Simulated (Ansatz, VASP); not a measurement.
# ZrCl5 in VASP and in Ansatz

```
Zr Cl
1.0
     4.91382    0.00000    0.00000
    -2.45691    4.25549    0.00000
     0.00000    0.00000    6.22352
Zr Cl
1 5
Direct
  0.00000 0.00000 0.50000
  0.33333 0.66667 0.00000
  0.66667 0.33333 0.00000
  0.33333 0.66667 0.50000
  0.66667 0.33333 0.50000
  0.00000 0.00000 0.00000
```

Alike in both runs: functional PBE; k mesh 6 × 6 × 2; occupations gaussian, width 0.1 eV; no spin polarisation.

Ansatz relaxed the structure, and its values are those at the end. VASP's run is a single point on that final structure, the one shown.

|  | VASP | Ansatz |
| --- | --- | --- |
| version | VASP 6.6.1 | Ansatz 0.2.0 |
| potentials or method | VASP PAW PBE potentials, release 64 (Zr_sv, Cl), cutoff 520 eV | scalar-relativistic, plane waves, PAW |
| valence electrons in the cell | 47 | 47 |

|  | VASP | Ansatz | Ansatz less VASP |
| --- | --- | --- | --- |
| gap on the k mesh at the Fermi level (eV) | none | none | - |
| pressure (GPa) | -0.1 | 0.0 | +0.10 |

A gap of «none» marks a metal or a gap that the smearing closes. The functional is the same, so the differences come from potentials, cutoffs and numerics.

The k mesh is coarse, so the values compare programs but aren't converged.
